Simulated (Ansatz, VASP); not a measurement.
## One calculation of ZrO2, two programs

Contents of INCAR:

```
SYSTEM = ZrO2
PREC = Accurate
ENCUT = 600
EDIFF = 1E-6
ISMEAR = 0
SIGMA = 0.02
LREAL = .False.
LASPH = .True.
NELM = 120
ALGO = Normal
ISIF = 2
LWAVE = .False.
LCHARG = .True.
GGA = RE
IVDW = 12
LELF = .True.
LVHAR = .True.
NBANDS = 19
GGA_COMPAT = .False.
```

The input KPOINTS:

```
Automatic mesh
0
Gamma
  8 8 8
  0 0 0
```

POSCAR

```
ZrO2
1.0
    0.0000000000      2.4651471682      2.4651471682
    2.4651471682      0.0000000000      2.4651471682
    2.4651471682      2.4651471682      0.0000000000
Zr O
1 2
Direct
    0.5000000000      0.5000000000      0.5000000000
    0.7500000000      0.7500000000      0.7500000000
    0.2500000000      0.2500000000      0.2500000000
```

Input for Ansatz:

```yaml
crystal:
  lattice:
    - [0.0, 2.4651471682, 2.4651471682]
    - [2.4651471682, 0.0, 2.4651471682]
    - [2.4651471682, 2.4651471682, 0.0]
  atoms:
    - { symbol: Zr, position: [0.5, 0.5, 0.5] }
    - { symbol: O, position: [0.75, 0.75, 0.75] }
    - { symbol: O, position: [0.25, 0.25, 0.25] }
basis:
  ecutwfc: 420
kpoints:
  mp_grid: { grid: [8, 8, 8] }
hamiltonian:
  xc: revpbe
  dispersion: d3bj
scf:
  occupations: { method: gaussian, width: 0.02 }
output:
  forces: true
  eigenvalues: true
  stress: true
accuracy: medium
```

Alike in both runs: task single point; functional revPBE; dispersion D3(BJ); k mesh 8 × 8 × 8; occupations gaussian, width 0.02 eV; no spin polarisation.

```csv
,VASP,Ansatz
version,VASP 6.6.1,Ansatz 0.2.0
potentials or method,"VASP PAW PBE potentials, release 64 (Zr_sv, O), cutoff 600 eV","scalar-relativistic, plane waves, PAW"
valence electrons in the cell,24,24
```

|  | VASP | Ansatz | Ansatz less VASP |
| --- | --- | --- | --- |
| gap on the k mesh at the Fermi level (eV) | 3.64 | 3.65 | +0.009 |
| pressure (GPa) | 27.4 | 27.2 | -0.12 |

VASP's potentials were made for PBE, not for revPBE.
